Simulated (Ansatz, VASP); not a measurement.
One calculation of Ta, two programs

```
Ta
1.0
    -1.65128    1.65128    1.65128
     1.65128   -1.65128    1.65128
     1.65128    1.65128   -1.65128
Ta
1
Direct
  0.00000 0.00000 0.00000
```

Alike in both runs: task relaxation of cell and atoms; functional PBE; k mesh 14 × 14 × 14; occupations fermi-dirac, width 0.05 eV; no spin polarisation.

|  | VASP | Ansatz |
| --- | --- | --- |
| version | VASP 6.6.1 | Ansatz 0.2.0 |
| potentials or method | VASP PAW PBE potentials, release 64 (Ta_pv), cutoff 600 eV | all-electron LAPW, scalar-relativistic |

```csv
,VASP,Ansatz,Ansatz less VASP
relaxed volume (Å³/atom),18.29,18.28,-0.016
relaxed cell length with the largest relative difference (Å),2.875,2.874,-0.0008
```

Ansatz ran all-electron here, and VASP with PAW potentials.

Spin-orbit coupling is off throughout.
